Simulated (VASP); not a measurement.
Runs of VASP 6.6.1 on Ir. It takes space group Fm-3m (No. 225, cubic). Conventional cell: a = 3.831 Å, b = 3.831 Å, c = 3.831 Å, α = 90.00°, β = 90.00°, γ = 90.00°. Ir (site symmetry m-3m) has 12 Ir at 2.71 Å within 3.6 Å. 

```csv
k mesh,gap on the mesh (eV),pressure (GPa)
5 × 5 × 5,none,12.2
9 × 9 × 9,none,6.7
6 × 6 × 6,none,(b)
7 × 7 × 7,none,(a)
4 × 4 × 4,none,-3.5
```

Alike in all rows: task single point; level r2SCAN; potentials or basis VASP PAW PBE potentials, release 64 (Ir); no spin polarisation; cell as given; cutoff (eV) 550; smearing fermi-dirac 0.15 eV.

Problem. Fill in the values left out.

Solution. (a) 5.7; (b) 8.3.

Caveats: some runs use coarse meshes; the PAW data sets were made with another functional, which shifts forces and pressure a little; spin-orbit coupling is left out, which moves the levels of the heavy elements.

A k mesh can miss the band edges, and the runs leave out spin-orbit coupling on Ir.

A gap of «none» marks levels without a gap at the run's occupations.
